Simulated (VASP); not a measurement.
# C in VASP: notebook

The runs below take C through single point, with PBE.

Program: VASP 6.6.1. These are calculated values, not measurements. Logs are shortened: lines on timing, memory, paths and dates and some standing lists are left out, and cuts for length are marked.

### 1 The cell of the first run

Symmetry: Fmmm, No. 69, orthorhombic system. Conventional cell: a = 2.587 Å, b = 4.410 Å, c = 6.964 Å, α = 90.00°, β = 90.00°, γ = 90.00°. Within 1.8 Å of C (site symmetry m2m) lie 3 C at 1.35 to 1.55 Å.

### 2 Single point, PBE (strained and its atoms moved)

Contents of INCAR:

```
ALGO = Normal
EDIFF = 1E-6
ENCUT = 520
GGA = PE
ISIF = 2
ISMEAR = 0
LASPH = True
LCHARG = False
LREAL = False
LWAVE = False
NBANDS = 11
NELM = 60
PREC = Accurate
SIGMA = 0.02
```

Contents of KPOINTS:

```
k-points
0
Gamma
  14 14 14
```

Contents of POSCAR:

```
C
1.0
    0.0000000000      2.2049120100      3.4820874000
    1.2935015200      0.0000000000      3.4820874000
    1.2935015200      2.2049120100      0.0000000000
C
2
Direct
    0.1525656276      0.8474343724      0.1525656276
    0.8474343724      0.1525656276      0.8474343724
```

Potentials or basis: VASP PAW PBE potentials, release 64 (C).

On the command line:

```
$ cat potpaw_PBE.64/C/POTCAR > POTCAR
$ mpirun -np 1 vasp_std > vasp.out
```

OUTCAR:

```text
EDIFF = 1E-6
   ENCUT = 520
   GGA = PE
   ISIF = 2
   ISMEAR = 0
   LASPH = True
   LREAL = False
   NELM = 60
   PREC = Accurate

 ion  position               nearest neighbor table
   1  0.153  0.847  0.153-   2 1.35   2 1.55   2 1.55
   2  0.847  0.153  0.847-   1 1.35   1 1.55   1 1.55

  LATTYP: Found a face centered orthorhombic cell.
 ALAT       =     2.5870030400
 B/A-ratio  =     1.7046072045
 C/A-ratio  =     2.6919855494

  Lattice vectors:

 A1 = (   0.0000000000,   2.2049120100,   3.4820874000)
 A2 = (   1.2935015200,   0.0000000000,   3.4820874000)
 A3 = (   1.2935015200,   2.2049120100,   0.0000000000)

Analysis of symmetry for initial positions (statically):
=====================================================================
 Subroutine PRICEL returns:
 Original cell was already a primitive cell.

 Routine SETGRP: Setting up the symmetry group for a
 face centered orthorhombic supercell.

 Subroutine GETGRP returns: Found  8 space group operations
 (whereof  8 operations were pure point group operations)
 out of a pool of  8 trial point group operations.

The static configuration has the point symmetry D_2h.

Analysis of symmetry for dynamics (positions and initial velocities):
=====================================================================
 Subroutine PRICEL returns:
 Original cell was already a primitive cell.

 Routine SETGRP: Setting up the symmetry group for a
 face centered orthorhombic supercell.

 Subroutine GETGRP returns: Found  8 space group operations
 (whereof  8 operations were pure point group operations)
 out of a pool of  8 trial point group operations.

The dynamic configuration has the point symmetry D_2h.

 Subroutine INISYM returns: Found  8 space group operations
 (whereof  8 operations are pure point group operations),
 and found     1 'primitive' translations

----------------------------------------------------------------------------------------

                                     Primitive cell

  volume of cell :      19.8622

  direct lattice vectors                    reciprocal lattice vectors
     0.000000000  2.204912010  3.482087400    -0.386547671  0.226766419  0.143592030
     1.293501520  0.000000000  3.482087400     0.386547671 -0.226766419  0.143592030
     1.293501520  2.204912010  0.000000000     0.386547671  0.226766419 -0.143592030

  length of vectors
     4.121476633  3.714576536  2.556322193     0.470596198  0.470596198  0.470596198

  position of ions in fractional coordinates (direct lattice)
     0.152565628  0.847434372  0.152565628
     0.847434372  0.152565628  0.847434372

  ion indices of the primitive-cell ions
   primitive index   ion index
                 1           1
                 2           2

----------------------------------------------------------------------------------------

 KPOINTS: k-points

Automatic generation of k-mesh.
 Grid dimensions read from file:
 generate k-points for:   14   14   14

 Generating k-lattice:

  Cartesian coordinates                     Fractional coordinates (reciprocal lattice)
    -0.027610548  0.016197601  0.010256574     0.071428571  0.000000000  0.000000000
     0.027610548 -0.016197601  0.010256574     0.000000000  0.071428571  0.000000000
     0.027610548  0.016197601 -0.010256574     0.000000000  0.000000000  0.071428571

  Length of vectors
     0.033614014  0.033614014  0.033614014

  Shift w.r.t. Gamma in fractional coordinates (k-lattice)
     0.000000000  0.000000000  0.000000000

 Subroutine IBZKPT returns following result:
 ===========================================

 Found    428 irreducible k-points:

 Following reciprocal coordinates:
            Coordinates               Weight
  0.000000  0.000000  0.000000      1.000000
  0.071429 -0.000000  0.000000      8.000000
  0.142857 -0.000000 -0.000000      8.000000
  0.214286 -0.000000  0.000000      8.000000
  0.285714 -0.000000  0.000000      8.000000
  0.357143  0.000000  0.000000      8.000000
[... 16 lines left out ...]
  0.214286  0.142857 -0.000000      8.000000
  0.285714  0.142857  0.000000      8.000000
 [... further k-points ...]
   k-points           NKPTS =    428   k-points in BZ     NKDIM =    428   number of bands    NBANDS=     11
   number of dos      NEDOS =    301   number of ions     NIONS =      2
   total plane-waves  NPLWV =  17920
   dimension x,y,z NGX =    32 NGY =   28 NGZ =   20
   dimension x,y,z NGXF=    64 NGYF=   56 NGZF=   40
   ions per type =               2
   NGX,Y,Z   is equivalent  to a cutoff of  12.91, 12.53, 13.01 a.u.
   NGXF,Y,Z  is equivalent  to a cutoff of  25.82, 25.06, 26.01 a.u.
 SYSTEM =  unknown system
   PREC   = accura    normal or accurate (medium, high low for compatibility)
   ISTART =      0    job   : 0-new  1-cont  2-samecut
   ICHARG =      2    charge: 1-file 2-atom 10-const
   ISPIN  =      1    spin polarized calculation?
   LNONCOLLINEAR =      F non collinear calculations
   LSORBIT =      F    spin-orbit coupling
   LASPH  =      T    aspherical Exc in radial PAW
   ENCUT  =  520.0 eV  38.22 Ry    6.18 a.u.   7.66  6.91  4.75*2*pi/ulx,y,z
   NELM   =     60;   NELMIN=  2; NELMDL= -5     # of ELM steps
   EDIFF  = 0.1E-05   stopping-criterion for ELM
   LREAL  =      F    real-space projection
   EDIFFG = 0.1E-04   stopping-criterion for IOM
   NSW    =      0    number of steps for IOM
   IBRION =     -1    ionic relax: 0-MD 1-quasi-New 2-CG
   NFREE  =      0    steps in history (QN), initial steepest desc. (CG)
   ISIF   =      2    stress and relaxation
   ISYM   =      2    0-nonsym 1-usesym 2-fastsym
   POTIM  = 0.5000    time-step for ionic-motion
   TEBEG  =    0.0;   TEEND  =   0.0 temperature during run
   PSTRESS=    0.0 pullay stress
   NELECT =       8.0000    total number of electrons
   NUPDOWN=      -1.0000    fix difference up-down
   EMIN   =  10.00;   EMAX   =-10.00  energy-range for DOS
   EFERMI =   0.00;   METHOD = LEGACY
   ISMEAR =     0;   SIGMA  =   0.02  broadening in eV -4-tet -1-fermi 0-gaus
   EFERMI_NEDOS =   21; number of points for ismear=-14 and -15
   IALGO  =     38    algorithm
   IMIX   =      4    mixing-type and parameters
     AMIX     =   0.40;   BMIX     =  1.00
     AMIX_MAG =   1.60;   BMIX_MAG =  1.00
  volume/ion in A,a.u.               =       9.93        67.02
  Fermi-wavevector in a.u.,A,eV,Ry     =   1.209007  2.284692 19.887613  1.461698
  Thomas-Fermi vector in A             =   2.344598
   LORBIT       =      0    0 simple, 1 ext, 2 COOP (PROOUT), +10 PAW based schemes
   GGA     = PE    functional components
   LHFCALC =     F    Hartree Fock is set to
   AEXX    =    0.0000 exact exchange contribution
   IVDW    =     0    specifies the selected vdW correction
   LEPSILON=     F    determine dielectric tensor
   LRPA    =     F    only Hartree local field effects (RPA)
 non-spin polarized calculation
 Gauss-broadening in eV      SIGMA  =   0.02
  energy-cutoff  :      520.00
  volume of cell :       19.86
 maximum number of plane-waves:       547
   NGX = 15   NGY = 13   NGZ =  9

 number of electron       8.0000000 magnetization

 Free energy of the ion-electron system (eV)
  ---------------------------------------------------
  ext. energy  EPLUGINS =         0.00000000
  ---------------------------------------------------
  free energy    TOTEN  =       -17.88519134 eV

  energy without entropy =      -17.88516331  energy(sigma->0) =      -17.88517732

 E-fermi :   3.4583     XC(G=0):  -9.8116

 val. band max:        3.4550543079   @ k =   0.0000   0.3571   0.3571
 cond. band min:       3.4602799255   @ k =  -0.0714   0.3571   0.4286
 fundamental gap:      0.0052256176
 Fermi energy:         3.4582565061

 k-point     1 :       0.0000    0.0000    0.0000
  band No.  band energies     occupation
      1     -15.0622      2.00000
      2      -2.3296      2.00000
      3      -0.9164      2.00000
      4       2.3364      2.00000
      5       8.1217      0.00000
      6       8.9431      0.00000
      7      12.3651      0.00000
      8      13.8399      0.00000
      9      14.9707      0.00000
     10      24.7711      0.00000
     11      26.7426      0.00000

 k-point     2 :       0.0714   -0.0000    0.0000
  band No.  band energies     occupation
      1     -14.9487      2.00000
      2      -2.2363      2.00000
      3      -1.1485      2.00000
      4       1.8262      2.00000
      5       8.2971      0.00000
      6       9.1577      0.00000
      7      12.8462      0.00000
      8      13.4913      0.00000
      9      15.1013      0.00000
     10      25.1191      0.00000
     11      25.7867      0.00000

 k-point     3 :       0.1429   -0.0000   -0.0000
  band No.  band energies     occupation
      1     -14.6096      2.00000
      2      -1.9635      2.00000
      3      -1.8150      2.00000
      4       0.6614      2.00000
      5       8.8246      0.00000
      6       9.5453      0.00000
      7      12.5178      0.00000
      8      14.0777      0.00000
      9      15.6220      0.00000
     10      23.8132      0.00000
     11      26.1367      0.00000

 k-point     4 :       0.2143   -0.0000    0.0000
  band No.  band energies     occupation
      1     -14.0510      2.00000
      2      -2.9364      2.00000
      3      -1.4873      2.00000
      4      -0.5450      2.00000
      5       9.4922      0.00000
      6       9.9580      0.00000
      7      11.1314      0.00000
      8      15.6284      0.00000
      9      16.7478      0.00000
     10      22.0122      0.00000
     11      26.3612      0.00000
[... 239 lines left out ...]
 k-point    22 :       0.1429    0.1429    0.0000
  band No.  band energies     occupation
      1     -15.0201      2.00000
      2      -2.7000      2.00000
      3      -0.9089      2.00000
      4       2.3293      2.00000
      5       8.9299      0.00000
      6       8.9613      0.00000
      7      12.3302      0.00000
      8      13.8611      0.00000
      9      15.0065      0.00000
     10      24.6350      0.00000
     11      26.2439      0.00000

 k-point    23 :       0.2143    0.1429   -0.0000
  band No.  band energies     occupation
      1     -14.8882      2.00000
      2      -2.7508      2.00000
      3      -1.1395      2.00000
      4       1.8138      2.00000
      5       9.0892      0.00000
      6       9.5563      0.00000
      7      12.7920      0.00000
      8      13.5387      0.00000
      9      15.1523      0.00000
     10      24.7333      0.00000
     11      25.6657      0.00000

 k-point    24 :       0.2857    0.1429    0.0000
  band No.  band energies     occupation
      1     -14.5348      2.00000
      2      -2.5691      2.00000
      3      -1.8141      2.00000
      4       0.6427      2.00000
      5       9.4221      0.00000
      6      10.4231      0.00000
      7      12.6146      0.00000
      8      14.0200      0.00000
      9      15.6838      0.00000
     10      23.8244      0.00000
     11      26.1141      0.00000

 [... further k-points ...]

------------------------ aborting loop because EDIFF is reached ----------------------------------------

  FORCE on cell =-STRESS in cart. coord.  units (eV):
  Direction    XX          YY          ZZ          XY          YZ          ZX
  --------------------------------------------------------------------------------------
  -------------------------------------------------------------------------------------
  Total       -4.8670324     -2.2657874      0.2742613      0.0000000      0.0000000      0.0000000
  in kB     -392.5969781   -182.7687209     22.1231668      0.0000000      0.0000000      0.0000000
  external PRESSURE =    -184.4141774 kB  Pullay stress =       0.0000000 kB

 VOLUME and BASIS-vectors are now :
 -----------------------------------------------------------------------------
  energy-cutoff  :      520.00
  volume of cell :       19.86
      direct lattice vectors                 reciprocal lattice vectors
     0.000000000  2.204912010  3.482087400    -0.386547671  0.226766419  0.143592030
     1.293501520  0.000000000  3.482087400     0.386547671 -0.226766419  0.143592030
     1.293501520  2.204912010  0.000000000     0.386547671  0.226766419 -0.143592030

 POSITION                                       TOTAL-FORCE (eV/Angst)
 -----------------------------------------------------------------------------------
      1.29350      0.67279      3.48209         0.000000      5.663449      0.000000
      1.29350      3.73704      3.48209         0.000000     -5.663449      0.000000
 -----------------------------------------------------------------------------------
    total drift:                                0.000000      0.000000      0.000000

  FREE ENERGIE OF THE ION-ELECTRON SYSTEM (eV)
  ---------------------------------------------------
  free  energy   TOTEN  =       -17.8851913354 eV

  energy  without entropy=      -17.8851633144  energy(sigma->0) =      -17.88517732
```

It took 30 s on 1 thread of Intel Xeon 6975P-C (Granite Rapids), shared host; peak memory 0.19 GiB.

What came out:

| Property | Result |
| --- | --- |
| Free energy | -17.8852 eV |
| Pressure | -18.4 GPa |
| Largest force | 5.663 eV/Å |
| Band gap on the k mesh | zero (bands 4 and 5 overlap by 0.19 eV) |

Forces in eV/Å, atoms in the order of the input:
```
C    0.000  5.663  0.000
C    0.000 -5.663  0.000
```

Stress tensor (GPa, compression positive):
```
-39.26   0.00   0.00
  0.00 -18.28   0.00
  0.00   0.00   2.21
```

Levels at points of the mesh, in eV from the Fermi level:
```csv
k point,band 1,band 2,band 3,band 4,band 5,band 6,band 7,band 8,band 9
"(0.00, 0.00, 0.00)",-18.52,-5.79,-4.37,-1.12,4.66,5.48,8.91,10.38,11.51
"(0.50, 0.00, 0.00)",-14.15,-11.73,-5.97,-2.46,2.51,5.91,11.98,13.35,16.98
"(0.50, 0.50, 0.00)",-18.29,-7.46,-4.35,-1.16,5.42,8.74,10.18,10.48,11.70
"(0.50, 0.00, 0.50)",-13.52,-13.01,-5.35,-0.22,1.02,6.69,10.83,11.41,16.94
"(0.00, 0.50, 0.50)",-13.40,-12.82,-5.41,-1.56,-0.02,6.38,13.37,16.92,17.03
```

Caveat: the cell differs from its parent crystal (strained and its atoms moved); the cell stands under tension; this functional lacks dispersion, which binds the layers, so the pressure and a relaxed spacing across them are unreliable; forces of over 1 eV/Å act on the atoms, so gaps and moduli don't describe the material at rest.

### 3 Single point, PBE (strained and its atoms moved)

Contents of INCAR:

```
SYSTEM = C
PREC = Accurate ; ENCUT = 520
EDIFF = 1E-7 ; ISMEAR = 0
SIGMA = 0.02 ; LREAL = .False.
LASPH = .True. ; NELM = 100
ALGO = Normal ; ISIF = 2
LWAVE = .False. ; LCHARG = .False.
GGA = PE ; NBANDS = 11
```

Contents of KPOINTS:

```
regular mesh
0
Gamma
  14 14 14
  0 0 0
```

Contents of POSCAR:

```
C
1.0
   -0.1315764000      2.2075494900      3.3034716000
    1.1646144400      0.0000000000      3.2552112000
    1.2961908400      2.2075494900     -0.0482604000
C
2
Direct
    0.2254382181      0.7745617819      0.2254382181
    0.7745617819      0.2254382181      0.7745617819
```

Potentials or basis: VASP PAW PBE potentials, release 64 (C).

On the command line:

```
$ cat potpaw_PBE.64/C/POTCAR > POTCAR
$ mpirun -np 1 vasp_std > vasp.out
```

It took 78 s on 1 thread of Intel Xeon 6975P-C (Granite Rapids), shared host; peak memory 0.23 GiB.

Results (log left out):

| Item | Value |
| --- | --- |
| Free energy | -15.6941 eV |
| Pressure | 8.5 GPa |
| Largest force | 4.387 eV/Å |
| Band gap on the k mesh | zero (bands 4 and 5 overlap by 1.89 eV) |

Forces on the atoms (eV/Å):
```
C    0.000 -4.387  0.000
C    0.000  4.387  0.000
```

Stress tensor (GPa, compression positive):
```
-7.46  0.00  0.53
 0.00 28.66  0.00
 0.53  0.00  4.30
```

Levels at points of the mesh, in eV from the Fermi level:
```tsv
k point	band 1	band 2	band 3	band 4	band 5	band 6	band 7	band 8	band 9
(0.00, 0.00, 0.00)	-19.13	-8.65	-6.17	0.53	4.29	5.27	9.78	10.29	16.25
(0.50, 0.00, 0.00)	-14.43	-14.34	-2.76	-1.14	-0.33	1.68	11.76	12.01	18.35
(0.00, 0.50, 0.00)	-14.36	-14.28	-2.71	-1.65	-0.84	1.74	12.99	13.11	17.63
(0.50, 0.50, 0.00)	-18.78	-8.67	-8.27	0.60	4.73	9.44	10.65	10.71	15.88
(0.50, 0.00, 0.50)	-15.24	-10.34	-9.85	-3.73	4.89	7.59	11.08	12.34	13.36
(0.00, 0.50, 0.50)	-14.97	-10.07	-9.90	-5.08	4.51	5.33	10.27	13.51	17.02
```

Caveat: the cell differs from its parent crystal (strained and its atoms moved); the cell stands under pressure; forces of over 1 eV/Å act on the atoms, so gaps and moduli don't describe the material at rest.

(Part 1 of 2 ends here.)
